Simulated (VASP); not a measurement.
# Be (P1) in VASP: a series of runs, part 2 of 2

VASP 6.6.1. The steps go on from the part before.

## (3) Single point, PBE

Contents of INCAR:

```
PREC = Accurate
ENCUT = 520
EDIFF = 1E-7
ISMEAR = -1
SIGMA = 0.17
LREAL = Auto
LASPH = True
NELM = 100
ALGO = Normal
ISIF = 2
LWAVE = False
LCHARG = False
GGA = PE
NBANDS = 60
```

Contents of KPOINTS:

```
regular mesh
0
Gamma
  2 2 2
```

Contents of POSCAR:

```
Be
1.0
    7.0917640000      0.0000000000      0.0000000000
   -3.5458820000      6.1416480000      0.0000000000
    0.0000000000      0.0000000000      7.4085300000
Be
36
Direct
   -0.0349886819     -0.0193270601      0.0055746552
    0.1851954800      0.2833604270      0.2400746167
    0.0275456018     -0.0246350817      0.4932962410
    0.0949002619      0.2296777673      0.7809916407
   -0.0345058601      0.3328911068     -0.0248632320
    0.0985549924      0.5577818853      0.2394267149
   -0.0013770409      0.3576075998      0.4972241457
    0.0852164504      0.5469541726      0.7530373772
   -0.0552996840      0.6233506056     -0.0010123466
    0.1070303751      0.9204858370      0.2611449235
    0.0589907914      0.6914919253      0.5020294174
    0.0788513896      0.9174573339      0.7593949137
    0.3420893777      0.0417151878      0.0299654587
    0.4404578762      0.2551758095      0.2500496050
    0.3280944382      0.0069850959      0.5165127225
    0.4824153605      0.2825463133      0.7594624035
    0.3187930112      0.3375478373     -0.0142403419
    0.4523967807      0.5390735516      0.2565151251
    0.3484902166      0.3616618862      0.4895033158
    0.4377829549      0.5627805436      0.7586120323
    0.3361381061      0.6775217336     -0.0222851227
    0.4654324677      0.8600785978      0.2629266535
    0.3699962301      0.6578690280      0.5042160861
    0.3811642356      0.8868955043      0.7500273334
    0.6705013373      0.0171289530     -0.0172098918
    0.7634905911      0.2312245834      0.2459192309
    0.6630677490      0.0076201046      0.5042160861
    0.7832427943      0.2565435206      0.7677636454
    0.6266335303      0.2956209799      0.0052372063
    0.8213162962      0.6071497422      0.2656532403
    0.6453482713      0.3225030155      0.5059978160
    0.7984112495      0.5739176195      0.7549405888
    0.6769837331      0.6821458996      0.0030640356
    0.8051360924      0.8710202864      0.2836730094
    0.6804514998      0.6646587365      0.5060383099
    0.7340926223      0.8884423204      0.7254610564
```

Potentials or basis: VASP PAW PBE potentials, release 64 (Be).

Run with:

```sh
$ cat potpaw_PBE.64/Be/POTCAR > POTCAR
$ mpirun -np 1 vasp_std > vasp.out
```

It took 7.1 min on 1 thread of Intel Xeon 8259CL, shared host; peak memory 0.4 GiB.

The run converged. Its results:

```
Free energy            : -126.0926 eV
Pressure               : -5.1 GPa
Largest force          : 4.272 eV/Å
Band gap on the k mesh : zero (bands 36 and 37 overlap by 0.59 eV)
```

Forces in eV/Å, atoms in the order of the input:
```
Be   0.519  1.072  0.176
Be  -3.486 -2.435  0.412
Be  -2.204  1.045  1.238
Be  -0.014 -0.302 -1.835
Be   1.080  0.418  2.562
Be   0.674  0.192 -0.037
Be   0.039 -0.543 -0.140
Be   1.082  0.559 -0.015
Be   1.274  1.250  0.241
Be   1.985 -0.373 -1.100
Be  -0.602  0.010  0.224
Be   1.338 -0.833  0.121
Be  -0.410 -1.975 -0.916
Be   1.671 -0.938  0.328
Be   0.408  0.963 -0.740
Be  -0.898 -1.415 -0.502
Be   0.835  0.503  0.489
Be   0.600  2.827 -0.470
Be   0.393 -1.275  1.273
Be   0.196 -0.161 -0.353
Be  -0.344  0.038  1.281
Be  -0.618  0.610 -0.767
Be  -1.575  0.885 -0.063
Be   1.320  0.079  0.389
Be  -0.329 -0.753  0.587
Be   0.342 -0.203  0.376
Be  -0.230  0.604 -0.594
Be  -0.457 -0.942 -1.890
Be   0.953  2.108  0.072
Be  -0.227 -2.093 -0.113
Be   0.622  0.437 -0.117
Be  -0.955 -0.185 -0.557
Be  -0.925 -0.513 -0.063
Be  -2.589  1.486 -1.340
Be  -0.555 -0.219  0.416
Be   1.088  0.072  1.422
```

Stress tensor (GPa, compression positive):
```
-3.06 -0.72  0.87
-0.72 -3.89 -0.53
 0.87 -0.53 -8.48
```

Levels at points of the mesh, in eV from the Fermi level:
| k point | band 34 | band 35 | band 36 | band 37 | band 38 | band 39 |
| --- | --- | --- | --- | --- | --- | --- |
| (0.00, 0.00, 0.00) | -0.26 | -0.11 | 0.06 | 0.14 | 0.28 | 0.47 |
| (0.50, 0.00, 0.00) | -0.55 | -0.44 | 0.07 | 0.88 | 1.00 | 1.29 |
| (0.00, 0.50, 0.00) | -0.45 | -0.44 | -0.17 | 0.87 | 0.95 | 1.19 |
| (0.50, 0.50, 0.00) | -0.45 | -0.28 | -0.01 | 0.92 | 1.01 | 1.28 |
| (0.00, 0.00, 0.50) | -0.94 | -0.81 | -0.55 | -0.52 | -0.22 | -0.12 |
| (0.50, 0.00, 0.50) | -1.11 | -0.89 | -0.60 | 0.99 | 1.15 | 1.31 |
| (0.00, 0.50, 0.50) | -1.03 | -0.95 | -0.87 | 1.12 | 1.32 | 1.46 |
| (0.50, 0.50, 0.50) | -1.00 | -0.85 | -0.63 | 0.97 | 1.31 | 1.34 |

Caveat: the k points lie up to 0.51 Å⁻¹ apart, too coarse for converged energies and pressures of a metal; forces of over 1 eV/Å act on the atoms, so gaps and moduli don't describe the material at rest.

## (4) Single point, PBE

Contents of INCAR:

```
SYSTEM = Be
PREC = Accurate
ENCUT = 520
EDIFF = 1E-6
ISMEAR = -1
SIGMA = 0.17
LREAL = Auto
LASPH = .TRUE.
NELM = 100
ALGO = Normal
ISIF = 2
LWAVE = .FALSE.
LCHARG = .FALSE.
GGA = PE
NBANDS = 60
```

Contents of KPOINTS:

```
regular mesh
0
G
  2 2 2
  0 0 0
```

Contents of POSCAR:

```
Be
1.0
    7.0917640000      0.0000000000      0.0000000000
   -3.5458820000      6.1416480000      0.0000000000
    0.0000000000      0.0000000000      7.4085300000
Be
36
Direct
   -0.0075607589     -0.0248793158      0.0164135125
    0.0441793314      0.1648417493      0.2638175185
   -0.0275840868      0.0041682623      0.4957933625
    0.1297401603      0.2573087875      0.7368128360
   -0.0362834077      0.3013034938      0.0309103155
    0.1451939694      0.5470518662      0.2248894180
    0.0157630125      0.3500363420      0.5122338710
    0.1309044019      0.5793884638      0.7416451037
    0.0364737252      0.6852069673      0.0019572034
    0.1444900704      0.8638723678      0.2546254115
    0.0377043069      0.6588459645      0.5055118897
    0.1548580978      0.9447627086      0.7416046098
    0.3247902242      0.0194410360      0.0376322968
    0.4778090120      0.2818787400      0.2527222000
    0.3827094450      0.0192293665      0.4746150721
    0.4641116756      0.2702206313      0.7634712959
    0.3319556557      0.3757460538      0.0178712916
    0.4360503048      0.5851198245      0.2300726325
    0.3215535927      0.2996101372      0.5001262059
    0.4474062380      0.5774020263      0.7391749780
    0.3486237721      0.7050876247      0.0163055289
    0.4474250653      0.9141683144      0.2512644209
    0.3077139835      0.6290494017      0.4908531112
    0.4579871721      0.8804965703      0.7436158050
    0.6740414432     -0.0188548741     -0.0079772910
    0.7396804627      0.2304755987      0.2449608762
    0.6971795843      0.0771128531      0.4782325239
    0.7860043658      0.2066220663      0.7384055946
    0.6901207124      0.3724244698     -0.0266314640
    0.7959453184      0.5565769969      0.2588232753
    0.6994087659      0.3648857766      0.5184834238
    0.8068328715      0.6036490532      0.7367453462
    0.6492210366      0.6389164602     -0.0051562186
    0.7679567952      0.9159268001      0.2435030971
    0.6419502959      0.6635189773      0.4625074070
    0.7954029695      0.8805454171      0.7429139114
```

Run with:

```sh
$ cat potpaw_PBE.64/Be/POTCAR > POTCAR
$ mpirun -np 1 vasp_std > vasp.out
```

Run time: 7.4 min. Hardware: 1 thread of Intel Xeon 8259CL, shared host; peak memory 0.4 GiB.

It converged, with:

- Free energy: -126.9565 eV
- Pressure: -6.0 GPa
- Largest force: 3.213 eV/Å
- Band gap on the k mesh: zero (bands 36 and 37 overlap by 0.61 eV)

Forces on the atoms (eV/Å):
```
Be  -0.037  0.304 -0.336
Be   1.304  2.875 -0.598
Be   0.747 -0.389  0.663
Be   0.196 -0.713  1.005
Be   0.689  0.400 -1.431
Be  -1.855 -0.549  1.229
Be  -0.425 -0.502 -0.767
Be  -0.039 -0.379  0.846
Be  -0.969 -0.240 -0.171
Be  -1.881  0.114  0.505
Be  -1.444  1.058 -0.964
Be  -0.349 -0.751 -0.006
Be   0.575  0.809 -1.804
Be  -0.454 -0.371 -0.109
Be  -1.345  0.393  1.494
Be   0.034 -0.483 -0.362
Be  -0.491 -1.328 -0.725
Be   1.933  0.203  1.186
Be  -0.321  0.540 -0.019
Be   0.471 -0.419  0.079
Be   0.239 -0.264 -1.431
Be   1.707 -0.743 -0.429
Be   1.139  1.161  0.078
Be  -0.369  0.674 -0.283
Be  -0.510  0.505 -0.254
Be   0.962  0.266 -0.591
Be   1.136 -2.211  0.579
Be  -0.259  0.398  0.860
Be   0.787 -1.141  1.316
Be   0.420  0.970 -0.686
Be  -0.724 -0.120 -0.789
Be   0.354 -0.832  0.239
Be   0.235  1.404 -0.064
Be  -0.644 -1.823  0.224
Be   0.341  0.114  1.260
Be  -1.153  1.067  0.255
```

Stress tensor (GPa, compression positive):
```
 -1.61   0.42   0.54
  0.42  -4.36  -0.24
  0.54  -0.24 -11.98
```

Levels at points of the mesh, in eV from the Fermi level:
```
           k point  band 32  band 33  band 34  band 35  band 36  band 37  band 38  band 39  band 40  band 41
(0.00, 0.00, 0.00)    -0.44    -0.27    -0.17     0.02     0.20     0.26     0.35     0.40     0.55     0.67
(0.50, 0.00, 0.00)    -0.75    -0.64    -0.49    -0.44     0.02     0.98     1.09     1.31     1.33     1.48
(0.00, 0.50, 0.00)    -0.85    -0.72    -0.50    -0.40    -0.20     0.71     0.80     1.22     1.40     1.42
(0.50, 0.50, 0.00)    -1.10    -0.60    -0.34    -0.27    -0.17     0.82     1.16     1.33     1.39     1.50
(0.00, 0.00, 0.50)    -1.02    -0.95    -0.84    -0.73    -0.55    -0.41    -0.34    -0.24    -0.09     2.35
(0.50, 0.00, 0.50)    -1.33    -1.20    -1.07    -0.89    -0.64     1.18     1.35     1.53     1.61     1.71
(0.00, 0.50, 0.50)    -1.41    -1.15    -1.09    -0.97    -0.84     1.17     1.40     1.46     1.80     1.90
(0.50, 0.50, 0.50)    -1.21    -1.11    -1.01    -0.89    -0.65     0.92     1.25     1.48     1.65     1.89
```

Caveat: the k points lie up to 0.51 Å⁻¹ apart, too coarse for converged energies and pressures of a metal; forces of over 1 eV/Å act on the atoms, so gaps and moduli don't describe the material at rest.

## (5) Overview

```tsv
cell	gap on the mesh (eV)	pressure (GPa)	largest force (eV/Å)
as given, atomic positions A	none	-4.6	3.18
as given, atomic positions B	none	-5.1	4.27
as given, atomic positions C	none	-6.0	3.21
```

Alike in all rows: task single point; level PBE; potentials or basis VASP PAW PBE potentials, release 64 (Be); no spin polarisation; k mesh 2 × 2 × 2; cutoff (eV) 520; smearing fermi-dirac 0.17 eV.

Caveats: all runs use coarse meshes; forces of over 1 eV/Å act on the atoms, so gaps and moduli don't describe the material at rest.

Absolute energies hang on the potentials; compare differences alone.
